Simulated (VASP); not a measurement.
# CO2 in VASP: notebook

The runs below take CO2 through single point, with LDA.

Program: VASP 6.6.1. These are calculated values, not measurements. Logs are shortened: lines on timing, memory, paths and dates and some standing lists are left out, and cuts for length are marked.

### 1 The cell of the first run

The cell holds a disordered packing, 24 atoms: a = 8.082 Å, b = 8.082 Å, c = 8.082 Å, α = 90.00°, β = 90.00°, γ = 90.00°.

### 2 Single point, LDA

Input file INCAR:

```
SYSTEM = CO2
  ALGO = Normal
  EDIFF = 1E-6
  ENCUT = 520
  ISIF = 2
  ISMEAR = -1
  LASPH = .True.
  LCHARG = .False.
  LREAL = Auto
  LWAVE = .False.
  NBANDS = 82
  NELM = 80
  PREC = Accurate
  SIGMA = 0.05
```

Input file KPOINTS:

```
k-points
0
Gamma
  1 1 1
  0 0 0
```

Input file POSCAR:

```
CO2
1.0
    8.0824800000      0.0000000000      0.0000000000
    0.0000000000      8.0824800000      0.0000000000
    0.0000000000      0.0000000000      8.0824800000
C O
8 16
Direct
    0.7670912888      0.7822846453      0.6018078610
    0.2817699518      0.9748864210      0.1192208332
    0.6620987618      0.0638912809      0.8676544823
    0.6917926181      0.4294721422      0.5875300650
   -0.0642500817      0.0844666489      0.3191099761
    0.1110426503      0.6538215993      0.4528560541
    0.6761785986      0.3678202730      0.1253823084
    0.1432728568      0.2317729212      0.6829834407
    0.8031074621      0.8262686700      0.7381150340
    0.7401069969      0.7447095446      0.4659337233
    0.2889830844      1.0249205689      0.2547361701
    0.2843310469      0.9449574883     -0.0223569993
    0.6289282497      0.0087844325      0.9973176550
    0.6542793796      0.1464525740      0.7505245915
    0.8244622938      0.3958809672      0.5679321198
    0.5570196276      0.4560728885      0.6036760994
   -0.0457904010      0.1503870099      0.1896818798
   -0.0894774871      0.0246706456      0.4457171561
    0.1050791341      0.6457671408      0.5981208738
    0.1275474854      0.6665775851      0.3157570449
    0.6879076719      0.3925775257     -0.0180266453
    0.6665404678      0.3417515416      0.2688902416
    0.1234893251      0.2263661648      0.8250190536
    0.1651844483      0.2357321020      0.5425686176
```

Potentials or basis: VASP PAW LDA potentials, release 64 (C, O).

Started as:

```
cat potpaw_LDA.64/C/POTCAR potpaw_LDA.64/O/POTCAR > POTCAR
mpirun -np 1 vasp_gam > vasp.out
```

OUTCAR:

```text
SYSTEM = CO2
   EDIFF = 1E-6
   ENCUT = 520
   ISIF = 2
   ISMEAR = -1
   LASPH = .True.
   LREAL = Auto
   NELM = 80
   PREC = Accurate

 ion  position               nearest neighbor table
   1  0.767  0.782  0.602-  10 1.16   9 1.19
   2  0.282  0.975  0.119-  11 1.17  12 1.17
   3  0.662  0.064  0.868-  14 1.16  13 1.17
   4  0.692  0.429  0.588-  15 1.12  16 1.12
   5  0.936  0.084  0.319-  18 1.15  17 1.18
   6  0.111  0.654  0.453-  20 1.12  19 1.18
   7  0.676  0.368  0.125-  21 1.18  22 1.18
   8  0.143  0.232  0.683-  24 1.15  23 1.16
   9  0.803  0.826  0.738-   1 1.19
  10  0.740  0.745  0.466-   1 1.16
  11  0.289  0.025  0.255-   2 1.17
  12  0.284  0.945  0.978-   2 1.17
  13  0.629  0.009  0.997-   3 1.17
  14  0.654  0.146  0.751-   3 1.16
[... 8 lines left out ...]
  23  0.123  0.226  0.825-   8 1.16
  24  0.165  0.236  0.543-   8 1.15

  LATTYP: Found a simple cubic cell.
 ALAT       =     8.0824800000

  Lattice vectors:

 A1 = (   8.0824800000,   0.0000000000,   0.0000000000)
 A2 = (   0.0000000000,   8.0824800000,   0.0000000000)
 A3 = (   0.0000000000,   0.0000000000,   8.0824800000)

Analysis of symmetry for initial positions (statically):
=====================================================================
 Subroutine PRICEL returns:
 Original cell was already a primitive cell.

 Routine SETGRP: Setting up the symmetry group for a
 simple cubic supercell.

 Subroutine GETGRP returns: Found  1 space group operations
 (whereof  1 operations were pure point group operations)
 out of a pool of 48 trial point group operations.

The static configuration has the point symmetry C_1 .

Analysis of symmetry for dynamics (positions and initial velocities):
=====================================================================
 Subroutine PRICEL returns:
 Original cell was already a primitive cell.

 Routine SETGRP: Setting up the symmetry group for a
 simple cubic supercell.

 Subroutine GETGRP returns: Found  1 space group operations
 (whereof  1 operations were pure point group operations)
 out of a pool of 48 trial point group operations.

The dynamic configuration has the point symmetry C_1 .

 Subroutine INISYM returns: Found  1 space group operations
 (whereof  1 operations are pure point group operations),
 and found     1 'primitive' translations

----------------------------------------------------------------------------------------

                                     Primitive cell

  volume of cell :     528.0000

  direct lattice vectors                    reciprocal lattice vectors
     8.082480000  0.000000000  0.000000000     0.123724401  0.000000000  0.000000000
     0.000000000  8.082480000  0.000000000     0.000000000  0.123724401  0.000000000
     0.000000000  0.000000000  8.082480000     0.000000000  0.000000000  0.123724401

  length of vectors
     8.082480000  8.082480000  8.082480000     0.123724401  0.123724401  0.123724401

  position of ions in fractional coordinates (direct lattice)
     0.767091289  0.782284645  0.601807861
     0.281769952  0.974886421  0.119220833
     0.662098762  0.063891281  0.867654482
     0.691792618  0.429472142  0.587530065
     0.935749918  0.084466649  0.319109976
     0.111042650  0.653821599  0.452856054
[... 16 lines left out ...]
     0.123489325  0.226366165  0.825019054
     0.165184448  0.235732102  0.542568618

  ion indices of the primitive-cell ions
   primitive index   ion index
                 1           1
                 2           2
                 3           3
                 4           4
                 5           5
                 6           6
[... 16 lines left out ...]
                23          23
                24          24

----------------------------------------------------------------------------------------

 KPOINTS: k-points

Automatic generation of k-mesh.
 Grid dimensions read from file:
 generate k-points for:    1    1    1

 Generating k-lattice:

  Cartesian coordinates                     Fractional coordinates (reciprocal lattice)
     0.123724401  0.000000000  0.000000000     1.000000000  0.000000000  0.000000000
     0.000000000  0.123724401  0.000000000     0.000000000  1.000000000  0.000000000
     0.000000000  0.000000000  0.123724401     0.000000000  0.000000000  1.000000000

  Length of vectors
     0.123724401  0.123724401  0.123724401

  Shift w.r.t. Gamma in fractional coordinates (k-lattice)
     0.000000000  0.000000000  0.000000000

 Subroutine IBZKPT returns following result:
 ===========================================

 Found      1 irreducible k-points:

 Following reciprocal coordinates:
            Coordinates               Weight
  0.000000  0.000000  0.000000      1.000000
   k-points           NKPTS =      1   k-points in BZ     NKDIM =      1   number of bands    NBANDS=     82
   number of dos      NEDOS =    301   number of ions     NIONS =     24
   total plane-waves  NPLWV = 216000
   dimension x,y,z NGX =    60 NGY =   60 NGZ =   60
   dimension x,y,z NGXF=   120 NGYF=  120 NGZF=  120
   ions per type =               8  16
   NGX,Y,Z   is equivalent  to a cutoff of  12.34, 12.34, 12.34 a.u.
   NGXF,Y,Z  is equivalent  to a cutoff of  24.68, 24.68, 24.68 a.u.
 SYSTEM =  CO2
   PREC   = accura    normal or accurate (medium, high low for compatibility)
   ISTART =      0    job   : 0-new  1-cont  2-samecut
   ICHARG =      2    charge: 1-file 2-atom 10-const
   ISPIN  =      1    spin polarized calculation?
   LNONCOLLINEAR =      F non collinear calculations
   LSORBIT =      F    spin-orbit coupling
   LASPH  =      T    aspherical Exc in radial PAW
   ENCUT  =  520.0 eV  38.22 Ry    6.18 a.u.  15.03 15.03 15.03*2*pi/ulx,y,z
   NELM   =     80;   NELMIN=  2; NELMDL= -5     # of ELM steps
   EDIFF  = 0.1E-05   stopping-criterion for ELM
   LREAL  =      T    real-space projection
   EDIFFG = 0.1E-04   stopping-criterion for IOM
   NSW    =      0    number of steps for IOM
   IBRION =     -1    ionic relax: 0-MD 1-quasi-New 2-CG
   NFREE  =      0    steps in history (QN), initial steepest desc. (CG)
   ISIF   =      2    stress and relaxation
   ISYM   =      2    0-nonsym 1-usesym 2-fastsym
   POTIM  = 0.5000    time-step for ionic-motion
   TEBEG  =    0.0;   TEEND  =   0.0 temperature during run
   PSTRESS=    0.0 pullay stress
   NELECT =     128.0000    total number of electrons
   NUPDOWN=      -1.0000    fix difference up-down
   EMIN   =  10.00;   EMAX   =-10.00  energy-range for DOS
   EFERMI =   0.00;   METHOD = LEGACY
   ISMEAR =    -1;   SIGMA  =   0.05  broadening in eV -4-tet -1-fermi 0-gaus
   EFERMI_NEDOS =   21; number of points for ismear=-14 and -15
   IALGO  =     38    algorithm
   IMIX   =      4    mixing-type and parameters
     AMIX     =   0.40;   BMIX     =  1.00
     AMIX_MAG =   1.60;   BMIX_MAG =  1.00
  volume/ion in A,a.u.               =      22.00       148.46
  Fermi-wavevector in a.u.,A,eV,Ry     =   1.020783  1.929001 14.177248  1.041998
  Thomas-Fermi vector in A             =   2.154372
   LORBIT       =      0    0 simple, 1 ext, 2 COOP (PROOUT), +10 PAW based schemes
   GGA     = CA    functional components
   LHFCALC =     F    Hartree Fock is set to
   AEXX    =    0.0000 exact exchange contribution
   IVDW    =     0    specifies the selected vdW correction
   LEPSILON=     F    determine dielectric tensor
   LRPA    =     F    only Hartree local field effects (RPA)
 non-spin polarized calculation
  energy-cutoff  :      520.00
  volume of cell :      528.00
 maximum number of plane-waves:      7074
   NGX = 31   NGY = 31   NGZ = 31

 number of electron     127.9999988 magnetization

 Free energy of the ion-electron system (eV)
  ---------------------------------------------------
  ext. energy  EPLUGINS =         0.00000000
  ---------------------------------------------------
  free energy    TOTEN  =      -196.68565163 eV

  energy without entropy =     -196.68565163  energy(sigma->0) =     -196.68565163

 E-fermi :  -4.1830     XC(G=0):  -6.3715

 val. band max:       -5.4584849180   @ k =   0.0000   0.0000   0.0000
 cond. band min:       0.5779709454   @ k =   0.0000   0.0000   0.0000
 fundamental gap:      6.0364558634
 Fermi energy:        -4.1830270033

 k-point     1 :       0.0000    0.0000    0.0000
  band No.  band energies     occupation
      1     -26.3837      2.00000
      2     -26.3215      2.00000
      3     -26.1577      2.00000
      4     -26.0379      2.00000
      5     -25.9213      2.00000
      6     -25.7900      2.00000
[... 68 lines left out ...]
     75       2.6561      0.00000
     76       2.7788      0.00000
 [bands above 76 left out]

------------------------ aborting loop because EDIFF is reached ----------------------------------------

  FORCE on cell =-STRESS in cart. coord.  units (eV):
  Direction    XX          YY          ZZ          XY          YZ          ZX
  --------------------------------------------------------------------------------------
  -------------------------------------------------------------------------------------
  Total       12.0105661      0.7131024      6.1712113     -2.4994352     -0.8803516     -3.5263726
  in kB       36.4451836      2.1638570     18.7260891     -7.5843531     -2.6713626    -10.7005197
  external PRESSURE =      19.1117099 kB  Pullay stress =       0.0000000 kB

 VOLUME and BASIS-vectors are now :
 -----------------------------------------------------------------------------
  energy-cutoff  :      520.00
  volume of cell :      528.00
      direct lattice vectors                 reciprocal lattice vectors
     8.082480000  0.000000000  0.000000000     0.123724401  0.000000000  0.000000000
     0.000000000  8.082480000  0.000000000     0.000000000  0.123724401  0.000000000
     0.000000000  0.000000000  8.082480000     0.000000000  0.000000000  0.123724401

 POSITION                                       TOTAL-FORCE (eV/Angst)
 -----------------------------------------------------------------------------------
      6.20000      6.32280      4.86410         1.141515      1.245623      2.513411
      2.27740      7.87950      0.96360         0.509125      0.935632     -0.746156
      5.35140      0.51640      7.01280        -1.925075      0.757138      1.149265
      5.59140      3.47120      4.74870        -0.366623     -0.362701     -0.026916
      7.56318      0.68270      2.57920         0.189859      1.741663     -2.745421
      0.89750      5.28450      3.66020        -0.024515     -0.329936      6.056514
[... 16 lines left out ...]
      0.99810      1.82960      6.66820        -0.216394     -0.004359      0.894228
      1.33510      1.90530      4.38530         0.350763      0.155786     -2.159057
 -----------------------------------------------------------------------------------
    total drift:                               -0.008298     -0.004864      0.016712

  FREE ENERGIE OF THE ION-ELECTRON SYSTEM (eV)
  ---------------------------------------------------
  free  energy   TOTEN  =      -196.6856516269 eV

  energy  without entropy=     -196.6856516269  energy(sigma->0) =     -196.68565163
```

Run time: 56 s. Hardware: 1 thread of Intel Xeon Platinum 8259CL at 2.50GHz (Skylake/Cascade Lake), shared host; peak memory 0.35 GiB.

Results:

- Free energy: -196.6857 eV
- Pressure: 1.9 GPa
- Largest force: 6.629 eV/Å

Forces on the atoms (eV/Å):
```
C    1.142  1.246  2.513
C    0.509  0.936 -0.746
C   -1.925  0.757  1.149
C   -0.367 -0.363 -0.027
C    0.190  1.742 -2.745
C   -0.025 -0.330  6.057
C    0.181 -0.126  0.080
C   -0.150  0.013  1.241
O   -0.797 -0.882 -1.970
O   -0.357 -0.497 -0.484
O   -0.253 -0.500  0.389
O   -0.282 -0.523  0.333
O    0.980 -0.779  0.353
O    0.934 -0.004 -1.501
O    6.461 -1.280 -0.754
O   -6.039  1.528  0.870
O   -0.014 -0.766  1.121
O   -0.093 -0.839  1.549
O   -0.355 -0.092 -0.495
O    0.346  0.436 -5.618
O   -0.149 -0.121  1.336
O   -0.070  0.293 -1.388
O   -0.216 -0.004  0.894
O    0.351  0.156 -2.159
```

Caveat: the k points lie up to 0.78 Å⁻¹ apart; the atoms stand as in a frame of molecular dynamics.

### 3 Single point, LDA

Input file INCAR:

```
SYSTEM = CO2
PREC = Accurate ; ENCUT = 520
EDIFF = 1E-6 ; ISMEAR = -1
SIGMA = 0.05 ; LREAL = Auto
LASPH = .True. ; NELM = 60
ALGO = Normal ; ISIF = 2
LWAVE = .False. ; LCHARG = .True.
GGA = CA ; LELF = .True.
LVHAR = .True. ; NBANDS = 82
```

Input file KPOINTS:

```
Automatic mesh
0
Gamma
  1 1 1
  0 0 0
```

Input file POSCAR:

```
CO2
1.0
    8.0824800000      0.0000000000      0.0000000000
    0.0000000000      8.0824800000      0.0000000000
    0.0000000000      0.0000000000      8.0824800000
C O
8 16
Direct
    0.7958695846      0.7623031545      0.6656620245
    0.3298863715      0.9944596213      0.1697127614
    0.6694727361      0.0241881205      0.8910507666
    0.6833917313      0.3770996031      0.6072022449
   -0.1308509269      0.1060194396      0.3311854777
    0.1523418555      0.6323430432      0.4235086261
    0.6443937999      0.3319030793      0.1344636795
    0.1665330443      0.1892364720      0.6801748968
    0.8785174847      0.8211464798      0.7646415457
    0.7143228316      0.6966549871      0.5669794420
    0.3041888133      1.0141812909      0.3096326870
    0.3311483604      0.9670917837      0.0273430927
    0.6684581960     -0.0303248508      1.0197983787
    0.6941804991      0.0605259772      0.7565252249
    0.8285328266      0.3549900526      0.5816284111
    0.5400817571      0.3915753581      0.6239545288
   -0.0244479417      0.1516861161      0.2482282666
   -0.2455805644      0.0591897536      0.4027971613
    0.1105601251      0.6257732775      0.5655194940
    0.2279250923      0.6364012036      0.3001306530
    0.6149473924      0.3360354743     -0.0084874939
    0.6631133019      0.3424815156      0.2761776089
    0.1155833358      0.1434708159      0.8060026131
    0.2315007275      0.2485870673      0.5688105631
```

Potentials or basis: VASP PAW LDA potentials, release 64 (C, O).

Started as:

```
cat potpaw_LDA.64/C/POTCAR potpaw_LDA.64/O/POTCAR > POTCAR
mpirun -np 1 vasp_gam > vasp.out
```

It took 62 s on 1 thread of Intel Xeon Platinum 8259CL at 2.50GHz (Skylake/Cascade Lake), shared host; peak memory 0.36 GiB.

The run converged. Its results:

| Item | Value |
| --- | --- |
| Free energy | -196.4695 eV |
| Pressure | 1.4 GPa |
| Largest force | 4.917 eV/Å |

Forces on the atoms (eV/Å):
```
C   -0.538 -1.016 -1.108
C   -1.227 -0.665 -1.051
C    0.813  0.292 -1.841
C    2.008 -0.771 -0.806
C   -0.869 -0.311  0.018
C    1.237 -0.347  3.010
C   -0.900  0.868 -1.689
C    0.160  0.349  1.439
O    1.587  0.657  1.599
O   -0.540 -0.134 -0.618
O    0.521  0.287  0.918
O    0.571  0.275  0.142
O   -0.501 -1.306  4.713
O   -0.601  1.695 -2.680
O   -2.778  0.616  0.798
O    0.936  0.045  0.135
O    1.693  0.682 -0.928
O   -0.703 -0.792  1.005
O   -0.316  0.221 -2.613
O   -0.909  0.105 -0.406
O    0.439 -0.431  0.856
O    0.253 -0.073  0.576
O   -0.976 -0.880  0.895
O    0.640  0.635 -2.364
```

Stress tensor (GPa, compression positive):
```
-0.31  0.71 -0.27
 0.71  1.11 -1.02
-0.27 -1.02  3.54
```

Levels at points of the mesh, in eV from the Fermi level:
```csv
k point,band 61,band 62,band 63,band 64,band 65,band 66,band 67,band 68
"(0.00, 0.00, 0.00)",-1.44,-1.35,-1.27,-1.22,4.59,5.40,5.66,5.86
```

Caveat: the k points lie up to 0.78 Å⁻¹ apart; the atoms stand as in a frame of molecular dynamics.
